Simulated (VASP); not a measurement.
# Al47BN48 (a cell with a defect) in VASP: single point with r2SCAN

Aim: the single point of Al47BN48 (a cell with a defect) with r2SCAN.

Program: VASP 6.6.1. These are calculated values, not measurements. Logs are shortened: lines on timing, memory, paths and dates and some standing lists are left out, and cuts for length are marked.

## Step 1: The cell of the first run

The cell holds a defect, 96 atoms: a = 10.842 Å, b = 10.842 Å, c = 10.035 Å, α = 90.00°, β = 90.00°, γ = 120.00°.

## Step 2: Single point, r2SCAN, collinear spin

POSCAR reads:

```
Al47BN48
1.0
    9.3892708192      5.4208981505      0.0000000000
   -9.3892709192      5.4208979772      0.0000000000
    0.0000000000      0.0000000000     10.0348065929
Al N B
47 48 1
Direct
   -0.0004848471      0.1663997913      0.2492603917
    0.1665580947      0.0008434844      0.2496436294
    0.3327187312      0.3372406958      0.2529812717
    0.0049229247      0.3337416963      0.4997161491
    0.1668544793      0.1718093705      0.4997127283
    0.3327014190      0.0008539991      0.4997557313
   -0.0008343312      0.1660479322      0.7498697818
    0.1660880260      0.0002026949      0.7493066546
    0.3328640133      0.3351170533      0.7431723637
    0.0010037606      0.3341343209      0.9990154522
    0.1672526776      0.1678904546      0.9990134183
    0.3327059455     -0.0002117190      0.9995410929
    0.0002738725      0.6659439323      0.2496793456
    0.1703579288      0.4995998713      0.2529825288
    0.3328334460      0.8328902987      0.2492907702
   -0.0006843700      0.8328486758      0.4990142490
    0.1708227948      0.6651925242      0.4998747671
    0.0000815962      0.6665051592      0.7493142453
    0.1682342672      0.4997452491      0.7431742565
    0.3328003931      0.8334145402      0.7499385154
   -0.0006235123      0.8329520009      0.9999944974
    0.1664770878      0.6649959343      0.9990105894
    0.3325773452      0.4994601240      0.9974209742
    0.4990593800      0.1671558745      0.2496863956
    0.6653137793     -0.0015267426      0.2496877995
    0.8339572431      0.3334406979      0.2496413800
    0.4983077589      0.3377108025      0.4998727185
    0.6659645454      0.1662030909      0.4990182944
    0.8313917611     -0.0017188096      0.4997464950
    0.4996185165      0.1669676466      0.7493162759
    0.6655758320     -0.0007789761      0.7493669099
    0.8333189463      0.3329744325      0.7493042183
    0.4981124963      0.3333612765      0.9990162683
    0.6660660990      0.1662627037      0.9999893000
    0.8324866090     -0.0006291035      0.9995455693
    0.4951680675      0.6620504910      0.2531645358
    0.6660101026      0.4997213776      0.2492891029
    0.8315856009      0.8322001139      0.2496945023
    0.4945786246      0.8270176622      0.4998249009
    0.6601328014      0.6614628871      0.4998281157
    0.8339684650      0.4995879354      0.4997537470
    0.4973005211      0.6641852254      0.7429954903
    0.6665296267      0.4996835728      0.7499431411
    0.8323364442      0.8324607795      0.7493641280
    0.4989326368      0.8312646742      0.9990662148
    0.6643825551      0.6658183850      0.9990643198
    0.8329072877      0.4995906133      0.9995395404
   -0.0017533293      0.1651343709      0.4399998177
    0.1670064415      0.0036921121      0.4409243917
    0.3328705019      0.3534214911      0.4478896889
    0.0019171426      0.3350046436      0.1915831591
    0.1681197695      0.1688008771      0.1915847967
    0.3328671292     -0.0002832480      0.1906880737
   -0.0003832706      0.1665004606      0.9411709551
    0.1661422534      0.0003688550      0.9409005871
    0.3328888075      0.3346016827      0.9357470323
   -0.0001416729      0.3326935667      0.6899865477
    0.1658094666      0.1667454681      0.6899867532
    0.3328821024      0.0001466501      0.6908383839
    0.0027593921      0.6655640347      0.4409631253
    0.1865361835      0.4997594567      0.4478927170
    0.3328743101      0.8343445745      0.4401324080
   -0.0004789741      0.8330661151      0.1916383286
    0.1666672619      0.6644414197      0.1916123130
    0.3328941629      0.4997770690      0.1867213559
    0.0002342133      0.6665584087      0.9409530114
    0.1677188373      0.4997717934      0.9357486275
    0.3329005178      0.8330726845      0.9412485006
   -0.0004625346      0.8331186236      0.6902114671
    0.1668987296      0.6668712919      0.6901841015
    0.3328021077      0.4996856497      0.6687314616
    0.4986753567      0.1696463276      0.4409634646
    0.6630043351     -0.0042515341      0.4410095643
    0.8368053615      0.3338934207      0.4409234742
    0.4975583655      0.3335508170      0.1916136510
    0.6661819551      0.1664087512      0.1916356104
    0.8328344087     -0.0002804402      0.1906565280
    0.4996714507      0.1671182144      0.9409520846
    0.6655763910     -0.0007884604      0.9409406100
    0.8334847768      0.3330277037      0.9408991131
    0.4999899708      0.3337853572      0.6901798656
    0.6662305225      0.1664213465      0.6902128162
    0.8325284002     -0.0005847518      0.6908392460
    0.4794609912      0.6463469925      0.4479180194
    0.6674588571      0.4997618454      0.4401287080
    0.8288592266      0.8298924979      0.4410115224
    0.4990425483      0.8306254322      0.1915956343
    0.6637426320      0.6659267953      0.1915931567
    0.8328350561      0.4997513635      0.1906878222
    0.4980501969      0.6649342605      0.9357312611
    0.6661874873      0.4997831020      0.9412498617
    0.8323275857      0.8324627456      0.9409373066
    0.4988391780      0.8328475447      0.6901968655
    0.6659652732      0.6657233127      0.6901985322
    0.8332626747      0.4997668814      0.6908366733
    0.3320716289      0.4989569935      0.5018850364
```

INCAR.step1 reads:

```
PREC = Accurate
ENCUT = 580
ISMEAR = -1
SIGMA = 0.01
LREAL = Auto
LASPH = True
NELM = 200
ISPIN = 2
MAGMOM = 0 0 0 0 0 0 0 0 0 0 0 0 0 0 0 0 0 0 0 0 0 0 0 0 0 0 0 0 0 0 0 0 0 0 0 0 0 0 0 0 0 0 0 0 0 0 0 0.01 0.02 0.03 0.02 0.02 0.02 0.02 0.02 0.02 0.02 0.02 0.01 0.02 0.03 0.02 0.01 0.02 0.03 0.02 0.02 0.02 0.02 0.02 0.03 0.02 0.02 0.02 0.02 0.01 0.02 0.02 0.02 0.02 0.02 0.02 0.02 0.03 0.02 0.02 0.02 0.02 0.02 0.02 0.02 0.02 0.02 0.02 0.01 0
NUPDOWN = 1.0
NELECT = 383.0
NBANDS = 250
GGA = PE
ALGO = Normal
EDIFF = 1E-5
LWAVE = True
LCHARG = False
GGA_COMPAT = False
ISYM = -1
KPAR = 1
```

INCAR.step2 reads:

```
PREC = Accurate
ENCUT = 580
EDIFF = 1E-6
ISMEAR = -1
SIGMA = 0.01
LREAL = Auto
LASPH = True
NELM = 200
ALGO = Normal
ISIF = 2
LWAVE = False
LCHARG = False
ISPIN = 2
MAGMOM = 0 0 0 0 0 0 0 0 0 0 0 0 0 0 0 0 0 0 0 0 0 0 0 0 0 0 0 0 0 0 0 0 0 0 0 0 0 0 0 0 0 0 0 0 0 0 0 0.01 0.02 0.03 0.02 0.02 0.02 0.02 0.02 0.02 0.02 0.02 0.01 0.02 0.03 0.02 0.01 0.02 0.03 0.02 0.02 0.02 0.02 0.02 0.03 0.02 0.02 0.02 0.02 0.01 0.02 0.02 0.02 0.02 0.02 0.02 0.02 0.03 0.02 0.02 0.02 0.02 0.02 0.02 0.02 0.02 0.02 0.02 0.01 0
LORBIT = 11
NUPDOWN = 1.0
METAGGA = R2SCAN
LMIXTAU = True
NELECT = 383.0
NBANDS = 250
ISTART = 1
GGA_COMPAT = False
ISYM = -1
KPAR = 1
```

KPOINTS reads:

```
explicit points
1
Reciprocal
  0.25000000   0.25000000   0.25000000 1
```

Potentials or basis: VASP PAW PBE potentials, release 64 (Al, N, B).

The run is started by

```bash
cat potpaw_PBE.64/Al/POTCAR potpaw_PBE.64/N/POTCAR potpaw_PBE.64/B/POTCAR > POTCAR
cp INCAR.step1 INCAR
mpirun -np 4 vasp_std > vasp.out
cp INCAR.step2 INCAR
mpirun -np 4 vasp_std > vasp.out
```

OUTCAR:

```text
PREC = Accurate
   ENCUT = 580
   EDIFF = 1E-6
   ISMEAR = -1
   LREAL = Auto
   LASPH = True
   NELM = 200
   ISIF = 2
   ISPIN = 2
   LORBIT = 11
   NUPDOWN = 1.0
   METAGGA = R2SCAN
   NELECT = 383.0
   ISTART = 1
   ISYM = -1

 ion  position               nearest neighbor table
   1  1.000  0.166  0.249-  77 1.90  52 1.91  51 1.91  48 1.91   5 3.08   4 3.08  35 3.09  10 3.10
                            11 3.10  29 3.10  26 3.12   2 3.12  14 3.13   3 3.13  38 3.14  25 3.14
   2  0.167  0.001  0.250-  53 1.90  52 1.90  63 1.91  49 1.92   6 3.09  12 3.09  16 3.09  21 3.09
                            11 3.10   5 3.12  24 3.12   1 3.12  15 3.14  13 3.14  38 3.15   3 3.16
   3  0.333  0.337  0.253-  65 1.88  52 1.91  75 1.91  50 1.96  14 3.05  36 3.05  27 3.06   5 3.06
                            23 3.11  33 3.13  11 3.13   1 3.13  37 3.13   2 3.16  24 3.16
   4  0.005  0.334  0.500-  48 1.89  57 1.91  74 1.92  61 1.96  19 3.03   5 3.04  14 3.06   7 3.08
                             1 3.08  17 3.11  32 3.12  26 3.12  29 3.15  41 3.16  28 3.18
   5  0.167  0.172  0.500-  48 1.89  58 1.91  49 1.92  50 1.96   9 3.03   4 3.04   3 3.06   7 3.08
                             1 3.08  27 3.11   8 3.12   2 3.12  29 3.15   6 3.16  16 3.18
   6  0.333  0.001  0.500-  62 1.90  49 1.91  72 1.91  59 1.92   8 3.09  30 3.09   2 3.09  24 3.09
                            20 3.10  15 3.10  28 3.13  16 3.13  17 3.15  39 3.15   5 3.16  27 3.16
   7  0.999  0.166  0.750-  58 1.90  57 1.90  83 1.90  54 1.92   5 3.08   4 3.08  11 3.09  10 3.09
                            35 3.09  29 3.10   8 3.12  32 3.12  44 3.13  31 3.13  19 3.13   9 3.13
   8  0.166  0.000  0.749-  59 1.90  58 1.90  69 1.90  55 1.92   6 3.09  11 3.09  12 3.09  16 3.10
                            21 3.10   5 3.12   7 3.12  20 3.13  30 3.13  18 3.13  44 3.13   9 3.15
   9  0.333  0.335  0.743-  58 1.90  81 1.90  56 1.93  71 1.93  27 3.02   5 3.03  42 3.09  19 3.09
[... 124 lines left out ...]
  95  0.833  0.500  0.691-  18 1.90  32 1.90  43 1.90  41 1.92
  96  0.332  0.499  0.502-  50 1.67  61 1.67  71 1.67  84 1.69

IMPORTANT INFORMATION: All symmetrisations will be switched off!
NOSYMM: (Re-)initialisation of all symmetry stuff for point group C_1.

----------------------------------------------------------------------------------------

                                     Primitive cell

  volume of cell :    1021.5088

  direct lattice vectors                    reciprocal lattice vectors
     9.389270819  5.420898151  0.000000000     0.053252270  0.092235640  0.000000000
    -9.389270919  5.420897977  0.000000000    -0.053252272  0.092235639  0.000000000
     0.000000000  0.000000000 10.034806593     0.000000000  0.000000000  0.099653141

  length of vectors
    10.841796128 10.841796128 10.034806593     0.106504543  0.106504543  0.099653141

  position of ions in fractional coordinates (direct lattice)
     0.999515153  0.166399791  0.249260392
     0.166558095  0.000843484  0.249643629
     0.332718731  0.337240696  0.252981272
     0.004922925  0.333741696  0.499716149
     0.166854479  0.171809371  0.499712728
     0.332701419  0.000853999  0.499755731
[... 88 lines left out ...]
     0.833262675  0.499766881  0.690836673
     0.332071629  0.498956994  0.501885036

  ion indices of the primitive-cell ions
   primitive index   ion index
                 1           1
                 2           2
                 3           3
                 4           4
                 5           5
                 6           6
[... 88 lines left out ...]
                95          95
                96          96

[... 68 lines left out ...]

 Free energy of the ion-electron system (eV)
  ---------------------------------------------------
  ext. energy  EPLUGINS =         0.00000000
  ---------------------------------------------------
  free energy    TOTEN  =      -925.87169920 eV

  energy without entropy =     -925.87041450  energy(sigma->0) =     -925.87105685

 E-fermi :   5.4218     XC(G=0): -11.2922

 val. band max:        5.3786969423   @ k =   0.2500   0.2500   0.2500
 cond. band min:       5.4669860829   @ k =   0.2500   0.2500   0.2500
 fundamental gap:      0.0882891406
 Fermi energy:         5.6704764341

 spin component 1

 k-point     1 :       0.2500    0.2500    0.2500
  band No.  band energies     occupation
      1     -10.1010      1.00000
      2      -9.8383      1.00000
      3      -9.7192      1.00000
      4      -9.5857      1.00000
      5      -9.3945      1.00000
      6      -9.3079      1.00000
[... 195 lines left out ...]
    202      11.9695      0.00000
    203      11.9788      0.00000
 Fermi energy:         5.4218391898

 spin component 2

 k-point     1 :       0.2500    0.2500    0.2500
  band No.  band energies     occupation
      1     -10.0639      1.00000
      2      -9.8094      1.00000
      3      -9.6942      1.00000
      4      -9.5559      1.00000
      5      -9.3656      1.00000
      6      -9.2817      1.00000
[... 195 lines left out ...]
    202      11.9802      0.00000
    203      11.9903      0.00000
 [bands above 203 left out]

------------------------ aborting loop because EDIFF is reached ----------------------------------------

  FORCE on cell =-STRESS in cart. coord.  units (eV):
  Direction    XX          YY          ZZ          XY          YZ          ZX
  --------------------------------------------------------------------------------------
  -------------------------------------------------------------------------------------
  Total      -50.8657579    -52.5299690    -55.1787031      0.0040695      2.6155632     -0.0015641
  in kB      -79.7799924    -82.3902111    -86.5445971      0.0063828      4.1023593     -0.0024532
  external PRESSURE =     -82.9049335 kB  Pullay stress =       0.0000000 kB

 VOLUME and BASIS-vectors are now :
 -----------------------------------------------------------------------------
  energy-cutoff  :      580.00
  volume of cell :     1021.51
      direct lattice vectors                 reciprocal lattice vectors
     9.389270819  5.420898151  0.000000000     0.053252270  0.092235640  0.000000000
    -9.389270919  5.420897977  0.000000000    -0.053252272  0.092235639  0.000000000
     0.000000000  0.000000000 10.034806593     0.000000000  0.000000000  0.099653141

 POSITION                                       TOTAL-FORCE (eV/Angst)
 -----------------------------------------------------------------------------------
      7.82235      6.32031      2.50128         0.000163     -0.006840      0.011566
      1.55594      0.90747      2.50513         0.000274     -0.001646      0.010030
     -0.04246      3.63178      2.53862        -0.014738      0.005314     -0.043571
     -3.08737      1.83587      5.01455         0.020782     -0.053368      0.033485
     -0.04652      1.83586      5.01452        -0.021032     -0.053745      0.034418
      3.11581      1.80817      5.01495        -0.002799      0.004251      0.010760
[... 88 lines left out ...]
      3.13128      7.22622      6.93241         0.001731      0.000490     -0.009421
     -1.56693      4.50492      5.03632         0.000316     -0.011193     -0.008023
 -----------------------------------------------------------------------------------
    total drift:                               -0.008080     -0.015496     -0.446967

  FREE ENERGIE OF THE ION-ELECTRON SYSTEM (eV)
  ---------------------------------------------------
  free  energy   TOTEN  =      -925.8716991979 eV

  energy  without entropy=     -925.8704145004  energy(sigma->0) =     -925.87105685

 total charge

# of ion       s       p       d       tot
------------------------------------------
    1        0.362   0.435   0.000   0.798
    2        0.362   0.433   0.000   0.795
    3        0.363   0.431   0.000   0.794
    4        0.361   0.428   0.000   0.789
    5        0.361   0.428   0.000   0.789
    6        0.361   0.433   0.000   0.794
[... 88 lines left out ...]
   95        1.227   2.650   0.000   3.877
   96        0.602   1.035   0.000   1.637
--------------------------------------------------
tot         76.485 148.162   0.000 224.647

 magnetization (x)

# of ion       s       p       d       tot
------------------------------------------
    1       -0.000  -0.000   0.000  -0.001
    2       -0.000  -0.000   0.000  -0.001
    3       -0.001   0.000   0.000  -0.001
    4       -0.001  -0.000   0.000  -0.001
    5       -0.001  -0.000   0.000  -0.001
    6       -0.000  -0.000   0.000  -0.001
[... 88 lines left out ...]
   95        0.000   0.012   0.000   0.013
   96       -0.002  -0.002   0.000  -0.004
--------------------------------------------------
tot          0.000   0.746   0.000   0.746
```

It took 11 min on 4 MPI ranks of Intel Xeon 6975P-C (Granite Rapids), shared host; peak memory 0.75 GiB.

Results:

- Free energy: -925.8717 eV
- Largest force: 0.250 eV/Å
- Net moment: 1.00 μB per cell
- Site moments: Al -0.00, +0.00 (each value once); N +0.01, +0.03, +0.02 (each value once); B -0.00 μB
- Valence electrons inside the program's atomic spheres: Al 0.80, 0.79, 0.78, 0.81 (each value once); N 3.88, 3.86, 3.82, 3.87, 3.90, 3.84, 3.81 (each value once); B 1.64

Forces on the atoms (eV/Å):
```
Al   0.000 -0.007  0.012
Al   0.000 -0.002  0.010
Al  -0.015  0.005 -0.044
Al   0.021 -0.053  0.033
Al  -0.021 -0.054  0.034
Al  -0.003  0.004  0.011
Al  -0.002 -0.009  0.005
Al   0.007 -0.003  0.007
Al   0.043 -0.025 -0.005
Al   0.000 -0.014 -0.001
Al  -0.001 -0.014 -0.001
Al   0.001  0.002  0.007
Al  -0.003 -0.003  0.010
Al   0.016  0.006 -0.044
Al  -0.004  0.005  0.011
Al  -0.002  0.003  0.025
Al  -0.035  0.046  0.035
Al  -0.005 -0.004  0.005
Al  -0.045 -0.025 -0.004
Al  -0.002  0.003  0.001
Al  -0.002  0.001  0.006
Al  -0.012  0.008 -0.004
Al   0.000  0.002  0.002
Al   0.004 -0.003  0.009
Al   0.003  0.003  0.011
Al  -0.002 -0.001  0.010
Al   0.035  0.045  0.035
Al   0.001  0.002  0.024
Al   0.001 -0.003  0.012
Al   0.005 -0.004  0.005
Al   0.001  0.004  0.006
Al  -0.007 -0.003  0.006
Al   0.012  0.008 -0.005
Al   0.001  0.001  0.006
Al   0.000  0.001  0.010
Al   0.001 -0.021 -0.036
Al   0.005  0.004  0.011
Al  -0.003  0.003  0.010
Al  -0.048  0.006  0.034
Al   0.046  0.005  0.034
Al   0.003  0.003  0.011
Al  -0.001  0.047 -0.007
Al   0.002  0.002  0.000
Al  -0.002  0.004  0.006
Al  -0.010  0.010 -0.005
Al   0.010  0.009 -0.005
Al   0.000  0.001  0.007
N    0.000  0.032 -0.008
N    0.010  0.006 -0.020
N    0.192 -0.106 -0.075
N    0.007  0.000  0.004
N   -0.007  0.000  0.003
N   -0.001  0.001 -0.009
N    0.000  0.007 -0.013
N    0.001  0.003 -0.010
N   -0.013  0.007  0.016
N    0.012  0.022 -0.019
N   -0.012  0.022 -0.019
N   -0.002  0.001 -0.009
N    0.000 -0.014 -0.020
N   -0.191 -0.107 -0.075
N    0.025 -0.017 -0.008
N    0.001  0.000 -0.010
N    0.003  0.007  0.006
N    0.000  0.000  0.047
N    0.005 -0.003 -0.009
N    0.013  0.007  0.016
N    0.005 -0.006 -0.010
N    0.002  0.000 -0.006
N    0.024  0.000 -0.018
N    0.000  0.006  0.246
N    0.001 -0.014 -0.019
N    0.008  0.007 -0.021
N   -0.009  0.006 -0.021
N   -0.002  0.007  0.006
N   -0.002 -0.001 -0.010
N    0.000 -0.001 -0.010
N   -0.004 -0.003 -0.009
N    0.003 -0.002 -0.009
N    0.000  0.003 -0.010
N   -0.024  0.000 -0.017
N   -0.001  0.001 -0.006
N    0.000 -0.001 -0.011
N    0.000  0.237 -0.079
N   -0.025 -0.017 -0.008
N   -0.008  0.007 -0.022
N   -0.007 -0.006  0.004
N    0.007 -0.005  0.004
N    0.001  0.001 -0.009
N    0.000 -0.016  0.019
N   -0.005 -0.006 -0.010
N   -0.002 -0.003 -0.009
N    0.009 -0.020 -0.016
N   -0.009 -0.020 -0.016
N    0.002  0.000 -0.009
B    0.000 -0.011 -0.008
```

Caveat: the cell carries a net charge on a neutralising background, which shifts energy and pressure; the cell is charged against a uniform background, so pressure and absolute levels hang on convention; the PAW data sets were made with another functional, which shifts forces and pressure a little; the total moment is fixed, so each spin has its own Fermi level and the state may be an excited one.
